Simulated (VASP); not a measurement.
# Sb2PdS4 (P1) in VASP: single point with PBEsol

Aim: the single point of Sb2PdS4 with PBEsol.

All numbers are computed with VASP 6.6.1; they aren't measurements. Logs are shortened: lines on timing, memory, paths and dates and some standing lists are left out, and cuts for length are marked.

## (1) The cell of the first run

The typed cell holds 7 atoms: a = 6.789 Å, b = 6.469 Å, c = 3.866 Å, α = 84.69°, β = 74.82°, γ = 100.10°.

## (2) Single point, PBEsol

Contents of INCAR:

```
SYSTEM = Sb2PdS4
ALGO = Normal
EDIFF = 1E-6
ENCUT = 520
GGA = PS
ISIF = 2
ISMEAR = -1
LASPH = .True.
LCHARG = .False.
LREAL = .False.
LWAVE = .False.
NBANDS = 31
NELM = 80
PREC = Accurate
SIGMA = 0.05
```

Contents of KPOINTS:

```
k-points
0
Gamma
  4 4 4
  0 0 0
```

Contents of POSCAR:

```
Sb2PdS4
1.0
    6.7206285080     -0.6095619129      0.7388517437
   -0.5932814424      6.4354726797      0.2803878796
    0.6268773365      0.2512665164      3.8069443595
Sb Pd S
2 1 4
Direct
    0.0087928548      0.4918933796      0.4241158887
    0.5579062578     -0.1323665495     -0.3471777748
    0.0005440602      0.0169238597     -0.0345741463
    0.2395823126      0.8674126066      0.2020995687
    0.7864144141      0.6896363430      0.9858392478
    0.2218623052      0.3596523783      0.8190174492
    0.7155446315      0.1600703487     -0.0579642780
```

Potentials or basis: VASP PAW PBE potentials, release 64 (Sb, Pd, S).

Started as:

```
$ cat potpaw_PBE.64/Sb/POTCAR potpaw_PBE.64/Pd/POTCAR potpaw_PBE.64/S/POTCAR > POTCAR
$ mpirun -np 1 vasp_std > vasp.out
```

OUTCAR:

```text
SYSTEM = Sb2PdS4
   EDIFF = 1E-6
   ENCUT = 520
   GGA = PS
   ISIF = 2
   ISMEAR = -1
   LASPH = .True.
   LREAL = .False.
   NELM = 80
   PREC = Accurate

 ion  position               nearest neighbor table
   1  0.009  0.492  0.424-   6 2.55   4 2.58   6 2.71   5 2.85   7 2.86   5 2.90   3 3.54
   2  0.558  0.868  0.653-   7 2.51   4 2.60   5 2.61   7 3.01   5 3.08   4 3.11   3 3.37   3 3.54

   3  0.001  0.017  0.965-   7 2.31   5 2.33   4 2.36   6 2.38   2 3.37   1 3.54   2 3.54
   4  0.240  0.867  0.202-   3 2.36   1 2.58   2 2.60   2 3.11
   5  0.786  0.690  0.986-   3 2.33   2 2.61   1 2.85   1 2.90   2 3.08
   6  0.222  0.360  0.819-   3 2.38   1 2.55   1 2.71
   7  0.716  0.160  0.942-   3 2.31   2 2.51   1 2.86   2 3.01

  LATTYP: Found a triclinic cell.
 ALAT       =     3.8663853162
 B/A-ratio  =     3.3629180713
 C/A-ratio  =     1.8681185282
 COS(alpha) =     0.0033533783
 COS(beta)  =     0.4524900394
 COS(gamma) =     0.7774302922

  Lattice vectors:

 A1 = (  -0.6268773365,  -0.2512665164,  -3.8069443595)
 A2 = (  -7.3811017386,  -6.3284437996,  -8.6331283423)
 A3 = (  -1.2201587789,   6.1842061633,  -3.5265564799)

Analysis of symmetry for initial positions (statically):
=====================================================================
 Subroutine PRICEL returns:
 Original cell was already a primitive cell.

 Routine SETGRP: Setting up the symmetry group for a
 triclinic supercell.

 Subroutine GETGRP returns: Found  1 space group operations
 (whereof  1 operations were pure point group operations)
 out of a pool of  2 trial point group operations.

The static configuration has the point symmetry C_1 .

Analysis of symmetry for dynamics (positions and initial velocities):
=====================================================================
 Subroutine PRICEL returns:
 Original cell was already a primitive cell.

 Routine SETGRP: Setting up the symmetry group for a
 triclinic supercell.

 Subroutine GETGRP returns: Found  1 space group operations
 (whereof  1 operations were pure point group operations)
 out of a pool of  2 trial point group operations.

The dynamic configuration has the point symmetry C_1 .

 Subroutine INISYM returns: Found  1 space group operations
 (whereof  1 operations are pure point group operations),
 and found     1 'primitive' translations

----------------------------------------------------------------------------------------

                                     Primitive cell

  volume of cell :     159.6037

  direct lattice vectors                    reciprocal lattice vectors
     6.720628508 -0.609561913  0.738851744     0.153060561  0.015252516 -0.026210691
    -0.593281442  6.435472680  0.280387880     0.015702748  0.157401657 -0.012974569
     0.626877336  0.251266516  3.806944360    -0.030862527 -0.014553106  0.268720430

  length of vectors
     6.788542934  6.468841383  3.866385316     0.156035813  0.158714200  0.270878124

  position of ions in fractional coordinates (direct lattice)
     0.008792855  0.491893380  0.424115889
     0.557906258  0.867633451  0.652822225
     0.000544060  0.016923860  0.965425854
     0.239582313  0.867412607  0.202099569
     0.786414414  0.689636343  0.985839248
     0.221862305  0.359652378  0.819017449
     0.715544632  0.160070349  0.942035722

  ion indices of the primitive-cell ions
   primitive index   ion index
                 1           1
                 2           2
                 3           3
                 4           4
                 5           5
                 6           6
                 7           7

----------------------------------------------------------------------------------------

 KPOINTS: k-points

Automatic generation of k-mesh.
 Grid dimensions read from file:
 generate k-points for:    4    4    4

 Generating k-lattice:

  Cartesian coordinates                     Fractional coordinates (reciprocal lattice)
     0.038265140  0.003813129 -0.006552673     0.250000000 -0.000000000  0.000000000
     0.003925687  0.039350414 -0.003243642     0.000000000  0.250000000 -0.000000000
    -0.007715632 -0.003638277  0.067180108    -0.000000000  0.000000000  0.250000000

  Length of vectors
     0.039008953  0.039678550  0.067719531

  Shift w.r.t. Gamma in fractional coordinates (k-lattice)
     0.000000000  0.000000000  0.000000000

 Subroutine IBZKPT returns following result:
 ===========================================

 Found     36 irreducible k-points:

 Following reciprocal coordinates:
            Coordinates               Weight
  0.000000  0.000000  0.000000      1.000000
  0.250000 -0.000000  0.000000      2.000000
  0.500000 -0.000000  0.000000      1.000000
 -0.000000  0.250000  0.000000      2.000000
  0.250000  0.250000  0.000000      2.000000
  0.500000  0.250000 -0.000000      2.000000
[... 16 lines left out ...]
  0.000000 -0.250000  0.250000      2.000000
  0.250000 -0.250000  0.250000      2.000000
 [... further k-points ...]
   k-points           NKPTS =     36   k-points in BZ     NKDIM =     36   number of bands    NBANDS=     31
   number of dos      NEDOS =    301   number of ions     NIONS =      7
   total plane-waves  NPLWV =  72000
   dimension x,y,z NGX =    50 NGY =   48 NGZ =   30
   dimension x,y,z NGXF=   100 NGYF=   96 NGZF=   60
   ions per type =               2   1   4
   NGX,Y,Z   is equivalent  to a cutoff of  12.24, 12.34, 12.90 a.u.
   NGXF,Y,Z  is equivalent  to a cutoff of  24.49, 24.67, 25.80 a.u.
 SYSTEM =  Sb2PdS4
   PREC   = accura    normal or accurate (medium, high low for compatibility)
   ISTART =      0    job   : 0-new  1-cont  2-samecut
   ICHARG =      2    charge: 1-file 2-atom 10-const
   ISPIN  =      1    spin polarized calculation?
   LNONCOLLINEAR =      F non collinear calculations
   LSORBIT =      F    spin-orbit coupling
   LASPH  =      T    aspherical Exc in radial PAW
   ENCUT  =  520.0 eV  38.22 Ry    6.18 a.u.  12.62 12.03  7.19*2*pi/ulx,y,z
   NELM   =     80;   NELMIN=  2; NELMDL= -5     # of ELM steps
   EDIFF  = 0.1E-05   stopping-criterion for ELM
   LREAL  =      F    real-space projection
   EDIFFG = 0.1E-04   stopping-criterion for IOM
   NSW    =      0    number of steps for IOM
   IBRION =     -1    ionic relax: 0-MD 1-quasi-New 2-CG
   NFREE  =      0    steps in history (QN), initial steepest desc. (CG)
   ISIF   =      2    stress and relaxation
   ISYM   =      2    0-nonsym 1-usesym 2-fastsym
   POTIM  = 0.5000    time-step for ionic-motion
   TEBEG  =    0.0;   TEEND  =   0.0 temperature during run
   PSTRESS=    0.0 pullay stress
   NELECT =      44.0000    total number of electrons
   NUPDOWN=      -1.0000    fix difference up-down
   EMIN   =  10.00;   EMAX   =-10.00  energy-range for DOS
   EFERMI =   0.00;   METHOD = LEGACY
   ISMEAR =    -1;   SIGMA  =   0.05  broadening in eV -4-tet -1-fermi 0-gaus
   EFERMI_NEDOS =   21; number of points for ismear=-14 and -15
   IALGO  =     38    algorithm
   IMIX   =      4    mixing-type and parameters
     AMIX     =   0.40;   BMIX     =  1.00
     AMIX_MAG =   1.60;   BMIX_MAG =  1.00
  volume/ion in A,a.u.               =      22.80       153.87
  Fermi-wavevector in a.u.,A,eV,Ry     =   1.065479  2.013463 15.445941  1.135245
  Thomas-Fermi vector in A             =   2.201031
   LORBIT       =      0    0 simple, 1 ext, 2 COOP (PROOUT), +10 PAW based schemes
   GGA     = PS    functional components
   LHFCALC =     F    Hartree Fock is set to
   AEXX    =    0.0000 exact exchange contribution
   IVDW    =     0    specifies the selected vdW correction
   LEPSILON=     F    determine dielectric tensor
   LRPA    =     F    only Hartree local field effects (RPA)
 non-spin polarized calculation
  energy-cutoff  :      520.00
  volume of cell :      159.60
 maximum number of plane-waves:      4318
   NGX = 25   NGY = 25   NGZ = 15

 number of electron      44.0000001 magnetization

 Free energy of the ion-electron system (eV)
  ---------------------------------------------------
  ext. energy  EPLUGINS =         0.00000000
  ---------------------------------------------------
  free energy    TOTEN  =       -34.37733649 eV

  energy without entropy =      -34.37686546  energy(sigma->0) =      -34.37710097

 E-fermi :   5.9922     XC(G=0):  -9.8425

 val. band max:        5.7537911386   @ k =   0.2500  -0.2500   0.2500
 cond. band min:       6.2043491026   @ k =   0.5000   0.5000   0.0000
 fundamental gap:      0.4505579641
 Fermi energy:         5.9922025492

 k-point     1 :       0.0000    0.0000    0.0000
  band No.  band energies     occupation
      1      -9.0357      2.00000
      2      -7.4697      2.00000
      3      -7.0446      2.00000
      4      -6.9723      2.00000
      5      -4.1224      2.00000
      6      -1.9898      2.00000
[... 23 lines left out ...]
     30      10.5566      0.00000
     31      11.3114      0.00000

 k-point     2 :       0.2500   -0.0000    0.0000
  band No.  band energies     occupation
      1      -8.8949      2.00000
      2      -7.8173      2.00000
      3      -7.1030      2.00000
      4      -6.8157      2.00000
      5      -3.8107      2.00000
      6      -2.2025      2.00000
[... 23 lines left out ...]
     30      10.5414      0.00000
     31      11.2634      0.00000

 k-point     3 :       0.5000   -0.0000    0.0000
  band No.  band energies     occupation
      1      -8.6284      2.00000
      2      -8.2343      2.00000
      3      -7.1214      2.00000
      4      -6.7428      2.00000
      5      -3.4218      2.00000
      6      -2.4927      2.00000
[... 703 lines left out ...]
     30      10.7647      0.00000
     31      11.6732      0.00000

 k-point    24 :       0.2500   -0.2500    0.2500
  band No.  band energies     occupation
      1      -8.4587      2.00000
      2      -7.4387      2.00000
      3      -7.0687      2.00000
      4      -6.8589      2.00000
      5      -3.5950      2.00000
      6      -2.7410      2.00000
[... 23 lines left out ...]
     30      10.7786      0.00000
     31      11.4537      0.00000

 [... further k-points ...]

------------------------ aborting loop because EDIFF is reached ----------------------------------------

  FORCE on cell =-STRESS in cart. coord.  units (eV):
  Direction    XX          YY          ZZ          XY          YZ          ZX
  --------------------------------------------------------------------------------------
  -------------------------------------------------------------------------------------
  Total       -0.0231991     -0.0342987     -0.0211093      0.0044160      0.0297851      0.0055355
  in kB       -0.2328831     -0.3443062     -0.2119053      0.0443294      0.2989971      0.0555682
  external PRESSURE =      -0.2630315 kB  Pullay stress =       0.0000000 kB

 VOLUME and BASIS-vectors are now :
 -----------------------------------------------------------------------------
  energy-cutoff  :      520.00
  volume of cell :      159.60
      direct lattice vectors                 reciprocal lattice vectors
     6.720628508 -0.609561913  0.738851744     0.153060561  0.015252516 -0.026210691
    -0.593281442  6.435472680  0.280387880     0.015702748  0.157401657 -0.012974569
     0.626877336  0.251266516  3.806944360    -0.030862527 -0.014553106  0.268720430

 POSITION                                       TOTAL-FORCE (eV/Angst)
 -----------------------------------------------------------------------------------
      0.03313      3.26677      1.75900        -0.032112     -0.000997     -0.008379
      3.64397      5.40759      3.14074         0.001498     -0.013218     -0.031145
      0.59882      0.35116      3.68047        -0.011584     -0.001020      0.001351
      1.22222      5.48695      1.18961        -0.000765      0.016287      0.008434
      5.49405      4.20648      4.52744         0.011710     -0.003432      0.010636
      1.79110      2.38509      3.38272         0.016709     -0.013281      0.006056
      5.30448      0.83066      4.15984         0.014543      0.015662      0.013047
 -----------------------------------------------------------------------------------
    total drift:                               -0.000112     -0.000522     -0.000289

  FREE ENERGIE OF THE ION-ELECTRON SYSTEM (eV)
  ---------------------------------------------------
  free  energy   TOTEN  =       -34.3773364882 eV

  energy  without entropy=      -34.3768654555  energy(sigma->0) =      -34.37710097
```

Run time: 78 s. Hardware: 1 thread of Intel Xeon 6975P-C (Granite Rapids), shared host; peak memory 0.36 GiB.

What came out:

```
Free energy            : -34.3773 eV
Pressure               : 0.0 GPa
Largest force          : 0.034 eV/Å
Band gap on the k mesh : 0.45 eV (least direct gap 0.65 eV)
```

Forces in eV/Å, atoms in the order of the input:
```
Sb  -0.032 -0.001 -0.008
Sb   0.001 -0.013 -0.031
Pd  -0.012 -0.001  0.001
S   -0.001  0.016  0.008
S    0.012 -0.003  0.011
S    0.017 -0.013  0.006
S    0.015  0.016  0.013
```

Caveat: the k points lie up to 0.43 Å⁻¹ apart; the PAW data sets were made with another functional, which shifts forces and pressure a little; spin-orbit coupling is left out, which moves the levels of the heavy elements.
